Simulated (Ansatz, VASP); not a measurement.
## One calculation of MoS2, two programs

Contents of INCAR:

```
PREC = Accurate
ENCUT = 520
EDIFF = 1E-7
ISMEAR = -1
SIGMA = 0.05
LREAL = F
LASPH = T
NELM = 150
ALGO = Normal
ISIF = 2
LWAVE = F
LCHARG = T
LNONCOLLINEAR = T
MAGMOM = 0 0 0 0 0 0 0 0 0 0 0 0 0 0 0 0 0 0
LORBIT = 11
LSORBIT = T
GGA_COMPAT = F
LORBMOM = T
LMAXMIX = 4
GGA = PS
LVHAR = T
NBANDS = 68
```

File KPOINTS:

```
regular mesh
0
Gamma
  10 10 3
```

File POSCAR:

```
MoS2
1.0
    3.1690000000      0.0000000000      0.0000000000
   -1.5845000000      2.7444345046      0.0000000000
    0.0000000000      0.0000000000     12.3240000000
Mo S
2 4
Direct
    0.6666666667      0.3333333333      0.7500000000
    0.3333333333      0.6666666667      0.2500000000
    0.6666666667      0.3333333333      0.3770000000
    0.3333333333      0.6666666667      0.8770000000
    0.6666666667      0.3333333333      0.1230000000
    0.3333333333      0.6666666667      0.6230000000
```

Contents of input.yaml:

```yaml
crystal:
  lattice:
    - [3.169, 0.0, 0.0]
    - [-1.5845, 2.7444345046, 0.0]
    - [0.0, 0.0, 12.324]
  atoms:
    - { symbol: Mo, position: [0.6666666667, 0.3333333333, 0.75] }
    - { symbol: Mo, position: [0.3333333333, 0.6666666667, 0.25] }
    - { symbol: S, position: [0.6666666667, 0.3333333333, 0.377] }
    - { symbol: S, position: [0.3333333333, 0.6666666667, 0.877] }
    - { symbol: S, position: [0.6666666667, 0.3333333333, 0.123] }
    - { symbol: S, position: [0.3333333333, 0.6666666667, 0.623] }
hamiltonian:
  xc: pbesol
  pseudopotentials: { kind: paw_fr }
magnetization:
  noncollinear: true
  spin_orbit: true
kpoints:
  mp_grid: { grid: [10, 10, 3] }
  band_path:
    path:
      - [[0.0, 0.0, 0.0], [0.5, 0.0, 0.0], [0.3333333333, 0.3333333333, 0.0], [0.0, 0.0, 0.0], [0.0, 0.0, 0.5], [0.5, 0.0, 0.5], [0.3333333333, 0.3333333333, 0.5], [0.0, 0.0, 0.5]]
      - [[0.5, 0.0, 0.5], [0.5, 0.0, 0.0]]
      - [[0.3333333333, 0.3333333333, 0.0], [0.3333333333, 0.3333333333, 0.5]]
    npoints: 14
scf:
  occupations: { method: fermi_dirac, width: 0.05 }
  n_extra_bands: 15
output:
  forces: true
  stress: true
  eigenvalues: true
  fatbands: false
```

Alike in both runs: functional PBEsol; k mesh 10 × 10 × 3; occupations fermi-dirac, width 0.05 eV; non-collinear spin, spin-orbit coupling.

```csv
,VASP,Ansatz
version,VASP 6.6.1,Ansatz 0.2.0
potentials or method,"VASP PAW PBE potentials, release 64 (Mo_sv, S)",Ansatz PAW
plane-wave cutoff (eV),520,420
valence electrons in the cell,52,52
task,single point,band structure
```

```tsv
	VASP	Ansatz	Ansatz less VASP
pressure (GPa)	-3.0	-3.0	0.00
traceless stress, the component that is largest in VASP (GPa)	0.60	0.61	+0.017
rms of the force components (eV/Å)	0.146	0.147	+0.0013
net moment per atom (μB)	0.00	0.00	0.000
```

VASP's potentials were made for PBE, not for PBEsol. Atom by atom the forces differ by 0.001 eV/Å (rms over components). The functional is the same, so the differences come from potentials, cutoffs and numerics.
